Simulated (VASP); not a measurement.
Si:

```
CELL_PARAMETERS angstrom
0.00000 2.72212 2.72212
2.72212 0.00000 2.72212
2.72212 2.72212 0.00000
ATOMIC_POSITIONS crystal
Si 0.00000 0.00000 0.00000
Si 0.25000 0.25000 0.25000
```

Base run:

| Item | Value |
| --- | --- |
| Program | VASP 6.6.1 |
| Functional | PBE |
| Potentials or basis | VASP PAW PBE potentials, release 64 (Si) |
| Cutoff | 500 eV |
| k mesh | 6 × 6 × 6 |
| Occupations | methfessel-paxton, width 0.5 eV |
| Spin | no spin polarisation |

Its results: band gap on the k mesh 0.72 eV, indirect (least direct gap 2.56 eV); pressure 1.3 GPa.

Q: After a change of settings the same cell gave: band gap on the k mesh 0.60 eV, indirect (least direct gap 2.51 eV); pressure -0.4 GPa. Which change was it?
A. occupations from methfessel-paxton, width 0.5 eV to gaussian, width 0.01 eV; dispersion from none to D4
B. k mesh from 6 × 6 × 6 to 2 × 2 × 2; occupations from methfessel-paxton, width 0.5 eV to gaussian, width 0.01 eV
C. occupations from methfessel-paxton, width 0.5 eV to methfessel-paxton, width 0.001 eV
D. functional from PBE to PBEsol; occupations from methfessel-paxton, width 0.5 eV to gaussian, width 0.01 eV

A: D.

Caveats: the PAW data sets were made with another functional, which shifts forces and pressure a little (some runs).
